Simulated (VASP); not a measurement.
# ZnS (zincblende type) (F-43m) in VASP: notebook, part 2 of 2

VASP 6.6.1.

## Step 3: Single point, PBE (11.09 Å³/atom)

Contents of INCAR:

```
  ALGO = Normal
  EDIFF = 1E-7
  ENCUT = 520
  GGA = PE
  ISIF = 2
  ISMEAR = -1
  LASPH = True
  LCHARG = True
  LELF = True
  LREAL = False
  LVHAR = True
  LWAVE = False
  NBANDS = 16
  NELM = 100
  PREC = Accurate
  SIGMA = 0.08
```

Contents of KPOINTS:

```
k-points
0
Gamma
  14 14 14
```

Contents of POSCAR:

```
ZnS
1.0
    0.0000000000      2.2300134159      2.2300134159
    2.2300134159      0.0000000000      2.2300134159
    2.2300134159      2.2300134159      0.0000000000
Zn S
1 1
Direct
    0.0000000000      0.0000000000      0.0000000000
    0.2500000000      0.2500000000      0.2500000000
```

Potentials or basis: VASP PAW PBE potentials, release 64 (Zn, S).

On the command line:

```sh
> cat potpaw_PBE.64/Zn/POTCAR potpaw_PBE.64/S/POTCAR > POTCAR
> mpirun -np 1 vasp_std > vasp.out
```

OUTCAR:

```text
EDIFF = 1E-7
   ENCUT = 520
   GGA = PE
   ISIF = 2
   ISMEAR = -1
   LASPH = True
   LREAL = False
   NELM = 100
   PREC = Accurate

 ion  position               nearest neighbor table
   1  0.000  0.000  0.000-   2 1.93   2 1.93   2 1.93   2 1.93
   2  0.250  0.250  0.250-   1 1.93   1 1.93   1 1.93   1 1.93

  LATTYP: Found a face centered cubic cell.
 ALAT       =     4.4600268318

  Lattice vectors:

 A1 = (   0.0000000000,   2.2300134159,   2.2300134159)
[... 189 lines left out ...]
      5       0.2941      2.00000
      6       0.2941      2.00000
[... 433 lines left out ...]
      3      -0.8031      2.00000
      4      -0.7842      2.00000
      5       0.1625      2.00000
      6       0.4001      2.00000
[... 8 lines left out ...]
     15      22.2658      0.00000
     16      25.5544      0.00000

 [... further k-points ...]
[... 5 lines left out ...]
  --------------------------------------------------------------------------------------
  -------------------------------------------------------------------------------------
  Total       21.6621831     21.6621831     21.6621831      0.0000000      0.0000000     -0.0000000
  in kB     1564.8055642   1564.8055642   1564.8055642      0.0000000      0.0000000     -0.0000000
  external PRESSURE =    1564.8055642 kB  Pullay stress =       0.0000000 kB

 VOLUME and BASIS-vectors are now :
 -----------------------------------------------------------------------------
  energy-cutoff  :      520.00
  volume of cell :       22.18
      direct lattice vectors                 reciprocal lattice vectors
     0.000000000  2.230013416  2.230013416    -0.224213898  0.224213898  0.224213898
     2.230013416  0.000000000  2.230013416     0.224213898 -0.224213898  0.224213898
     2.230013416  2.230013416  0.000000000     0.224213898  0.224213898 -0.224213898

 POSITION                                       TOTAL-FORCE (eV/Angst)
 -----------------------------------------------------------------------------------
      0.00000      0.00000      0.00000        -0.000000     -0.000000     -0.000000
      1.11501      1.11501      1.11501         0.000000      0.000000      0.000000
 -----------------------------------------------------------------------------------
    total drift:                                0.000003      0.000003      0.000003

  FREE ENERGIE OF THE ION-ELECTRON SYSTEM (eV)
  ---------------------------------------------------
  free  energy   TOTEN  =        -1.6673732975 eV

  energy  without entropy=       -1.6673726653  energy(sigma->0) =       -1.66737298
```

OSZICAR:

```text
N       E                     dE             d eps       ncg     rms          rms(c)
DAV:   1     0.938077075531E+02    0.93808E+02   -0.92630E+03  3440   0.164E+03
DAV:   2     0.219368036096E+01   -0.91614E+02   -0.85512E+02  3832   0.286E+02
DAV:   3    -0.250704857735E+01   -0.47007E+01   -0.46831E+01  3992   0.623E+01
DAV:   4    -0.254424215291E+01   -0.37194E-01   -0.37187E-01  4000   0.568E+00
DAV:   5    -0.254447625703E+01   -0.23410E-03   -0.23410E-03  4184   0.456E-01    0.219E+01
DAV:   6    -0.178643233089E+01    0.75804E+00   -0.12334E+00  4528   0.504E+01    0.153E+01
DAV:   7    -0.168259146571E+01    0.10384E+00   -0.73686E-01  4160   0.128E+01    0.660E+00
DAV:   8    -0.167048191747E+01    0.12110E-01   -0.33969E-02  4840   0.631E+00    0.152E+00
DAV:   9    -0.166741871858E+01    0.30632E-02   -0.80828E-03  3816   0.778E-01    0.217E-01
DAV:  10    -0.166734040440E+01    0.78314E-04   -0.78373E-04  4072   0.304E-01    0.112E-01
DAV:  11    -0.166737307713E+01   -0.32673E-04   -0.42085E-05  3944   0.615E-02    0.736E-02
DAV:  12    -0.166737322203E+01   -0.14491E-06   -0.58978E-05  4032   0.108E-01    0.180E-02
DAV:  13    -0.166737330755E+01   -0.85514E-07   -0.63674E-06  3728   0.283E-02    0.604E-03
DAV:  14    -0.166737329754E+01    0.10013E-07   -0.55927E-07  4528   0.128E-02
   1 F= -.16673733E+01 E0= -.16673730E+01  d E =-.632193E-06
```

Run time: 24 s. Hardware: 1 thread of Intel Xeon Platinum 8259CL at 2.50GHz (Skylake/Cascade Lake), shared host; peak memory 0.16 GiB.

What came out:

```
Free energy            : -1.6674 eV
Pressure               : 156.5 GPa
Band gap on the k mesh : 1.55 eV (least direct gap 4.89 eV)
```

Caveat: the cell stands under pressure. A k mesh can miss the band edges.

## Step 4: Single point, PBE (12.90 Å³/atom)

This run uses another cell than the first one, of 12.90 Å³/atom.

Contents of INCAR:

```
SYSTEM = ZnS
PREC     = Accurate       ! precision mode
ENCUT    = 520            ! plane-wave cutoff, eV
EDIFF    = 1E-6           ! SCF threshold, eV
ISMEAR   = -1             ! smearing method
SIGMA    = 0.08           ! smearing width, eV
LREAL    = .FALSE.        ! projectors in reciprocal space
LASPH    = .TRUE.         ! aspherical terms in the spheres
NELM     = 100            ! most SCF steps
ALGO     = Normal         ! electronic algorithm
ISIF     = 2              ! what is computed and relaxed
LWAVE    = .FALSE.        ! write WAVECAR
LCHARG   = .TRUE.         ! write CHGCAR
GGA      = PE             ! functional
LELF     = .TRUE.         ! ELF
LVHAR    = .TRUE.       
NBANDS   = 16             ! bands
```

Contents of KPOINTS:

```
regular mesh
0
G
  14 14 14
  0 0 0
```

Contents of POSCAR:

```
ZnS
1.0
    0.0000000000      2.3455601288      2.3455601288
    2.3455601288      0.0000000000      2.3455601288
    2.3455601288      2.3455601288      0.0000000000
Zn S
1 1
Direct
    0.0000000000      0.0000000000      0.0000000000
    0.2500000000      0.2500000000      0.2500000000
```

On the command line:

```sh
> cat potpaw_PBE.64/Zn/POTCAR potpaw_PBE.64/S/POTCAR > POTCAR
> mpirun -np 1 vasp_std > vasp.out
```

Wall time 52 s (1 thread of Intel Xeon Platinum 8259CL at 2.50GHz (Skylake/Cascade Lake), shared host); peak memory 0.18 GiB.

Results (log left out):

- Free energy: -4.3027 eV
- Pressure: 83.7 GPa
- Band gap on the k mesh: 2.13 eV (least direct gap 4.15 eV)

Levels at points of the mesh, in eV from the valence-band top:
| k point | band 5 | band 6 | band 7 | band 8 | band 9 | band 10 | band 11 | band 12 | band 13 | band 14 |
| --- | --- | --- | --- | --- | --- | --- | --- | --- | --- | --- |
| (0.00, 0.00, 0.00) | -8.06 | -8.06 | 0.00 | 0.00 | 0.00 | 4.15 | 5.63 | 5.63 | 5.63 | 12.04 |
| (0.50, 0.00, 0.00) | -7.97 | -7.97 | -7.54 | -1.69 | -1.69 | 3.91 | 6.23 | 6.23 | 9.87 | 14.30 |
| (0.50, 0.50, 0.00) | -7.84 | -7.71 | -6.65 | -4.23 | -4.23 | 2.13 | 3.30 | 14.03 | 14.65 | 14.65 |

Caveat: the cell stands under pressure.
